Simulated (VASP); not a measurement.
# CsGa (NaTl type) (Fd-3m) in VASP: settings compared, part 2 of 3

VASP 6.6.1.

## 3. Single point, PBEsol

File INCAR:

```
PREC = Accurate ; ENCUT = 520
EDIFF = 1E-6 ; ISMEAR = -1
SIGMA = 0.05 ; LREAL = False
LASPH = True ; NELM = 60
ALGO = Normal ; ISIF = 2
LWAVE = False ; LCHARG = False
GGA = PS ; NBANDS = 30
```

File KPOINTS:

```
Automatic mesh
0
Gamma
  6 6 6
```

File POSCAR:

```
CsGa
1.0
    0.0000000000      4.0341668935      4.0341668935
    4.0341668935      0.0000000000      4.0341668935
    4.0341668935      4.0341668935      0.0000000000
Cs Ga
2 2
Direct
    0.1250000000      0.1250000000      0.1250000000
   -0.1250000000     -0.1250000000     -0.1250000000
    0.3750000000      0.3750000000      0.3750000000
   -0.3750000000     -0.3750000000     -0.3750000000
```

Potentials or basis: VASP PAW PBE potentials, release 64 (Cs_sv, Ga_d).

Started as:

```sh
$ cat potpaw_PBE.64/Cs_sv/POTCAR potpaw_PBE.64/Ga_d/POTCAR > POTCAR
$ mpirun -np 1 vasp_std > vasp.out
```

OUTCAR:

```text
PREC = Accurate
   ENCUT = 520
   EDIFF = 1E-6
   ISMEAR = -1
   LREAL = False
   LASPH = True
   NELM = 60
   ISIF = 2
   GGA = PS

 ion  position               nearest neighbor table
   1  0.125  0.125  0.125-
   2  0.875  0.875  0.875-
   3  0.375  0.375  0.375-
   4  0.625  0.625  0.625-

  LATTYP: Found a face centered cubic cell.
 ALAT       =     8.0683337870

  Lattice vectors:

 A1 = (   0.0000000000,   4.0341668935,   4.0341668935)
 A2 = (   4.0341668935,   0.0000000000,   4.0341668935)
 A3 = (   4.0341668935,   4.0341668935,   0.0000000000)

Analysis of symmetry for initial positions (statically):
=====================================================================
 Subroutine PRICEL returns:
 Original cell was already a primitive cell.

 Routine SETGRP: Setting up the symmetry group for a
 face centered cubic supercell.

 Subroutine GETGRP returns: Found 48 space group operations
 (whereof 12 operations were pure point group operations)
 out of a pool of 48 trial point group operations.

The static configuration has the point symmetry D_3d.
 The point group associated with its full space group is O_h .

Analysis of symmetry for dynamics (positions and initial velocities):
=====================================================================
 Subroutine PRICEL returns:
 Original cell was already a primitive cell.

 Routine SETGRP: Setting up the symmetry group for a
 face centered cubic supercell.

 Subroutine GETGRP returns: Found 48 space group operations
 (whereof 12 operations were pure point group operations)
 out of a pool of 48 trial point group operations.

The dynamic configuration has the point symmetry D_3d.
 The point group associated with its full space group is O_h .

 Subroutine INISYM returns: Found 48 space group operations
 (whereof 12 operations are pure point group operations),
 and found     1 'primitive' translations

----------------------------------------------------------------------------------------

                                     Primitive cell

  volume of cell :     131.3081

  direct lattice vectors                    reciprocal lattice vectors
     0.000000000  4.034166894  4.034166894    -0.123941327  0.123941327  0.123941327
     4.034166894  0.000000000  4.034166894     0.123941327 -0.123941327  0.123941327
     4.034166894  4.034166894  0.000000000     0.123941327  0.123941327 -0.123941327

  length of vectors
     5.705173534  5.705173534  5.705173534     0.214672676  0.214672676  0.214672676

  position of ions in fractional coordinates (direct lattice)
     0.125000000  0.125000000  0.125000000
     0.875000000  0.875000000  0.875000000
     0.375000000  0.375000000  0.375000000
     0.625000000  0.625000000  0.625000000

  ion indices of the primitive-cell ions
   primitive index   ion index
                 1           1
                 2           2
                 3           3
                 4           4

----------------------------------------------------------------------------------------

 KPOINTS: Automatic mesh

Automatic generation of k-mesh.
 Grid dimensions read from file:
 generate k-points for:    6    6    6

 Generating k-lattice:

  Cartesian coordinates                     Fractional coordinates (reciprocal lattice)
    -0.020656888  0.020656888  0.020656888     0.166666667  0.000000000  0.000000000
     0.020656888 -0.020656888  0.020656888     0.000000000  0.166666667  0.000000000
     0.020656888  0.020656888 -0.020656888     0.000000000  0.000000000  0.166666667

  Length of vectors
     0.035778779  0.035778779  0.035778779

  Shift w.r.t. Gamma in fractional coordinates (k-lattice)
     0.000000000  0.000000000  0.000000000

 Subroutine IBZKPT returns following result:
 ===========================================

 Found     16 irreducible k-points:

 Following reciprocal coordinates:
            Coordinates               Weight
  0.000000  0.000000  0.000000      1.000000
  0.166667  0.000000  0.000000      8.000000
  0.333333  0.000000  0.000000      8.000000
  0.500000  0.000000  0.000000      4.000000
  0.166667  0.166667  0.000000      6.000000
  0.333333  0.166667  0.000000     24.000000
[... 8 lines left out ...]
 -0.333333  0.333333  0.166667     24.000000
 -0.333333  0.500000  0.166667     12.000000
   k-points           NKPTS =     16   k-points in BZ     NKDIM =     16   number of bands    NBANDS=     30
   number of dos      NEDOS =    301   number of ions     NIONS =      4
   total plane-waves  NPLWV =  74088
   dimension x,y,z NGX =    42 NGY =   42 NGZ =   42
   dimension x,y,z NGXF=    84 NGYF=   84 NGZF=   84
   ions per type =               2   2
   NGX,Y,Z   is equivalent  to a cutoff of  12.24, 12.24, 12.24 a.u.
   NGXF,Y,Z  is equivalent  to a cutoff of  24.48, 24.48, 24.48 a.u.
 SYSTEM =  unknown system
   PREC   = accura    normal or accurate (medium, high low for compatibility)
   ISTART =      0    job   : 0-new  1-cont  2-samecut
   ICHARG =      2    charge: 1-file 2-atom 10-const
   ISPIN  =      1    spin polarized calculation?
   LNONCOLLINEAR =      F non collinear calculations
   LSORBIT =      F    spin-orbit coupling
   LASPH  =      T    aspherical Exc in radial PAW
   ENCUT  =  520.0 eV  38.22 Ry    6.18 a.u.  10.61 10.61 10.61*2*pi/ulx,y,z
   NELM   =     60;   NELMIN=  2; NELMDL= -5     # of ELM steps
   EDIFF  = 0.1E-05   stopping-criterion for ELM
   LREAL  =      F    real-space projection
   EDIFFG = 0.1E-04   stopping-criterion for IOM
   NSW    =      0    number of steps for IOM
   IBRION =     -1    ionic relax: 0-MD 1-quasi-New 2-CG
   NFREE  =      0    steps in history (QN), initial steepest desc. (CG)
   ISIF   =      2    stress and relaxation
   ISYM   =      2    0-nonsym 1-usesym 2-fastsym
   POTIM  = 0.5000    time-step for ionic-motion
   TEBEG  =    0.0;   TEEND  =   0.0 temperature during run
   PSTRESS=    0.0 pullay stress
   NELECT =      44.0000    total number of electrons
   NUPDOWN=      -1.0000    fix difference up-down
   EMIN   =  10.00;   EMAX   =-10.00  energy-range for DOS
   EFERMI =   0.00;   METHOD = LEGACY
   ISMEAR =    -1;   SIGMA  =   0.05  broadening in eV -4-tet -1-fermi 0-gaus
   EFERMI_NEDOS =   21; number of points for ismear=-14 and -15
   IALGO  =     38    algorithm
   IMIX   =      4    mixing-type and parameters
     AMIX     =   0.40;   BMIX     =  1.00
     AMIX_MAG =   1.60;   BMIX_MAG =  1.00
  volume/ion in A,a.u.               =      32.83       221.53
  Fermi-wavevector in a.u.,A,eV,Ry     =   1.137091  2.148790 17.592004  1.292976
  Thomas-Fermi vector in A             =   2.273796
   LORBIT       =      0    0 simple, 1 ext, 2 COOP (PROOUT), +10 PAW based schemes
   GGA     = PS    functional components
   LHFCALC =     F    Hartree Fock is set to
   AEXX    =    0.0000 exact exchange contribution
   IVDW    =     0    specifies the selected vdW correction
   LEPSILON=     F    determine dielectric tensor
   LRPA    =     F    only Hartree local field effects (RPA)
 non-spin polarized calculation
  energy-cutoff  :      520.00
  volume of cell :      131.31
 maximum number of plane-waves:      3582
   NGX = 21   NGY = 21   NGZ = 21

 number of electron      44.0000025 magnetization

 Free energy of the ion-electron system (eV)
  ---------------------------------------------------
  ext. energy  EPLUGINS =         0.00000000
  ---------------------------------------------------
  free energy    TOTEN  =        -7.77096401 eV

  energy without entropy =       -7.75769824  energy(sigma->0) =       -7.76433113

 E-fermi :   3.2355     XC(G=0):  -9.3381

 val. band max:        3.2198197464   @ k =   0.3333   0.3333   0.0000
 cond. band min:       3.2621591865   @ k =   0.3333   0.0000   0.0000
 fundamental gap:      0.0423394402
 Fermi energy:         3.2354837930

 k-point     1 :       0.0000    0.0000    0.0000
  band No.  band energies     occupation
      1     -19.7582      2.00000
      2     -19.0427      2.00000
      3     -11.3819      2.00000
      4     -11.3819      2.00000
      5     -11.3819      2.00000
      6     -11.3765      2.00000
[... 517 lines left out ...]
     29       7.5949      0.00000
     30       7.5949      0.00000

------------------------ aborting loop because EDIFF is reached ----------------------------------------

  FORCE on cell =-STRESS in cart. coord.  units (eV):
  Direction    XX          YY          ZZ          XY          YZ          ZX
  --------------------------------------------------------------------------------------
  -------------------------------------------------------------------------------------
  Total        0.1428120      0.1428120      0.1428120     -0.0000000     -0.0000000      0.0000000
  in kB        1.7425444      1.7425444      1.7425444     -0.0000000     -0.0000000      0.0000000
  external PRESSURE =       1.7425444 kB  Pullay stress =       0.0000000 kB

 VOLUME and BASIS-vectors are now :
 -----------------------------------------------------------------------------
  energy-cutoff  :      520.00
  volume of cell :      131.31
      direct lattice vectors                 reciprocal lattice vectors
     0.000000000  4.034166894  4.034166894    -0.123941327  0.123941327  0.123941327
     4.034166894  0.000000000  4.034166894     0.123941327 -0.123941327  0.123941327
     4.034166894  4.034166894  0.000000000     0.123941327  0.123941327 -0.123941327

 POSITION                                       TOTAL-FORCE (eV/Angst)
 -----------------------------------------------------------------------------------
      1.00854      1.00854      1.00854        -0.000000     -0.000000     -0.000000
      7.05979      7.05979      7.05979        -0.000000      0.000000      0.000000
      3.02563      3.02563      3.02563         0.000000      0.000000     -0.000000
      5.04271      5.04271      5.04271         0.000000     -0.000000      0.000000
 -----------------------------------------------------------------------------------
    total drift:                               -0.000000      0.000000      0.000000

  FREE ENERGIE OF THE ION-ELECTRON SYSTEM (eV)
  ---------------------------------------------------
  free  energy   TOTEN  =        -7.7709640082 eV

  energy  without entropy=       -7.7576982424  energy(sigma->0) =       -7.76433113
```

OSZICAR:

```text
N       E                     dE             d eps       ncg     rms          rms(c)
DAV:   1     0.383753723555E+03    0.38375E+03   -0.19878E+04   990   0.185E+03
DAV:   2     0.462386270284E+02   -0.33752E+03   -0.32246E+03  1076   0.472E+02
DAV:   3    -0.540177358818E+01   -0.51640E+02   -0.50849E+02  1102   0.139E+02
DAV:   4    -0.797033114004E+01   -0.25686E+01   -0.25596E+01  1332   0.331E+01
DAV:   5    -0.802545386789E+01   -0.55123E-01   -0.55099E-01  1104   0.428E+00    0.170E+00
DAV:   6    -0.783730585598E+01    0.18815E+00   -0.25879E-01  1296   0.360E+00    0.882E-01
DAV:   7    -0.777021674474E+01    0.67089E-01   -0.22920E-01  1122   0.241E+00    0.289E-01
DAV:   8    -0.777124312542E+01   -0.10264E-02   -0.25134E-02  1212   0.808E-01    0.145E-01
DAV:   9    -0.777102097851E+01    0.22215E-03   -0.16177E-03  1222   0.226E-01    0.397E-02
DAV:  10    -0.777096741540E+01    0.53563E-04   -0.98941E-05  1122   0.532E-02    0.103E-02
DAV:  11    -0.777096406547E+01    0.33499E-05   -0.14476E-05  1230   0.169E-02    0.215E-03
DAV:  12    -0.777096400817E+01    0.57298E-07   -0.12359E-06   824   0.568E-03
   1 F= -.77709640E+01 E0= -.77643311E+01  d E =-.132658E-01
```

stdout:

```text
POSCAR found type information on POSCAR CsGa
 POSCAR found :  2 types and       4 ions
 scaLAPACK will be used
 -----------------------------------------------------------------------------
|                                                                             |
|                                                                             |
|     You enforced a specific xc type in the INCAR file but a different       |
|     I HOPE YOU KNOW WHAT YOU ARE DOING!                                     |
|                                                                             |
 -----------------------------------------------------------------------------

 LDA part: xc-table for (Slater+PW92), standard interpolation
 POSCAR, INCAR and KPOINTS ok, starting setup
 FFT: planning ... GRIDC
 FFT: planning ... GRID_SOFT
 FFT: planning ... GRID
 WAVECAR not read
 entering main loop
```

It took 35 s on 1 thread of Intel Xeon 6975P-C (Granite Rapids), shared host; peak memory 0.27 GiB.

What came out:

- Free energy: -7.7710 eV
- Pressure: 0.2 GPa
- Band gap on the k mesh: zero (bands 22 and 23 overlap by 0.16 eV)

Caveat: the PAW data sets were made with another functional, which shifts forces and pressure a little; spin-orbit coupling is left out, which moves the levels of the heavy elements.

[end of part 2 of 3]
